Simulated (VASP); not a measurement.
Write the native input for VASP 6.6.1 that does the following.

```yaml
Task: single point
Functional: r2SCAN
Potentials_or_basis: VASP PAW PBE potentials, release 64 (Zr_sv)
Cutoff: 550 eV
k_mesh: 9 × 9 × 5
Occupations: fermi-dirac, width 0.05 eV
Spin: no spin polarisation
Dipole_correction: no
Further_INCAR_settings: ALGO = Normal; EDIFF = 1e-06; NBANDS = 19
```

Crystal: Zr.

```
CELL_PARAMETERS angstrom
3.18832 0.00000 0.00000
-1.59416 2.76117 0.00000
0.00000 0.00000 5.07744
ATOMIC_POSITIONS crystal
Zr 0.66667 0.33333 0.75000
Zr 0.33333 0.66667 0.25000
```

The input as run:

POSCAR

```
Zr
1.0
    3.1883189697      0.0000000000      0.0000000000
   -1.5941594848      2.7611652231      0.0000000000
    0.0000000000      0.0000000000      5.0774374186
Zr
2
Direct
    0.6666666667      0.3333333333      0.7500000000
    0.3333333333      0.6666666667      0.2500000000
```

INCAR.step1

```
SYSTEM = Zr
ALGO = Normal
EDIFF = 1E-5
ENCUT = 550
GGA = PE
GGA_COMPAT = .False.
ISMEAR = -1
LASPH = .True.
LCHARG = .False.
LREAL = .False.
LWAVE = .True.
NBANDS = 19
NELM = 120
PREC = Accurate
SIGMA = 0.05
```

INCAR.step2

```
SYSTEM = Zr
ALGO = Normal
EDIFF = 1E-6
ENCUT = 550
GGA_COMPAT = .False.
ISIF = 2
ISMEAR = -1
ISTART = 1
LASPH = .True.
LCHARG = .False.
LMIXTAU = .True.
LREAL = .False.
LWAVE = .False.
METAGGA = R2SCAN
NBANDS = 19
NELM = 120
PREC = Accurate
SIGMA = 0.05
```

KPOINTS

```
k-points
0
Gamma
  9 9 5
  0 0 0
```

Potentials or basis: VASP PAW PBE potentials, release 64 (Zr_sv).

Command:

```console
$ cat potpaw_PBE.64/Zr_sv/POTCAR > POTCAR
$ cp INCAR.step1 INCAR
$ mpirun -np 1 vasp_std > vasp.out
$ cp INCAR.step2 INCAR
$ mpirun -np 1 vasp_std > vasp.out
```

Results of the run:

- Pressure: 5.2 GPa
- Band gap on the k mesh: zero (bands 12 and 13 overlap by 1.29 eV)

Caveat: the cell stands under pressure; the PAW data sets were made with another functional, which shifts forces and pressure a little.

It took 81 s on 1 thread of AMD EPYC 7R13 Processor (Zen 3) (shared host), peak memory 0.15 GiB.
